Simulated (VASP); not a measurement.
Here is a VASP 6.6.1 calculation.

Contents of INCAR:

```
SYSTEM = Re
PREC     = Accurate       ! precision mode
ENCUT    = 560            ! plane-wave cutoff, eV
EDIFF    = 1E-6           ! SCF threshold, eV
ISMEAR   = 1              ! smearing method
SIGMA    = 1.0            ! smearing width, eV
LREAL    = .False.        ! projectors in reciprocal space
LASPH    = .True.         ! aspherical terms in the spheres
NELM     = 120            ! most SCF steps
ALGO     = Normal         ! electronic algorithm
ISIF     = 2              ! what is computed and relaxed
LWAVE    = .False.        ! write WAVECAR
LCHARG   = .False.        ! write CHGCAR
GGA      = CA             ! functional
NBANDS   = 22             ! bands
GGA_COMPAT= .False.
```

The input KPOINTS:

```
Automatic mesh
0
Gamma
  13 13 7
  0 0 0
```

The input POSCAR:

```
Re
1.0
    2.7391880258      0.0000000000      0.0000000000
   -1.3695940129      2.3722064161      0.0000000000
    0.0000000000      0.0000000000      4.4118668232
Re
2
Direct
    0.3333333333      0.6666666667      0.2500000000
    0.6666666667      0.3333333333      0.7500000000
```

Potentials or basis: VASP PAW LDA potentials, release 64 (Re_sv_GW).

Run with:

```sh
$ cat potpaw_LDA.64/Re_sv_GW/POTCAR > POTCAR
$ mpirun -np 1 vasp_std > vasp.out
```

(1) Predict the pressure.

(2) Estimate the band gap on the k mesh.

Answers

(1) -0.3 GPa.

(2) zero (bands 15 and 16 overlap by 3.05 eV).

Caveat: so wide a smearing shifts energies and pressures; spin-orbit coupling is left out, which moves the levels of the heavy elements.
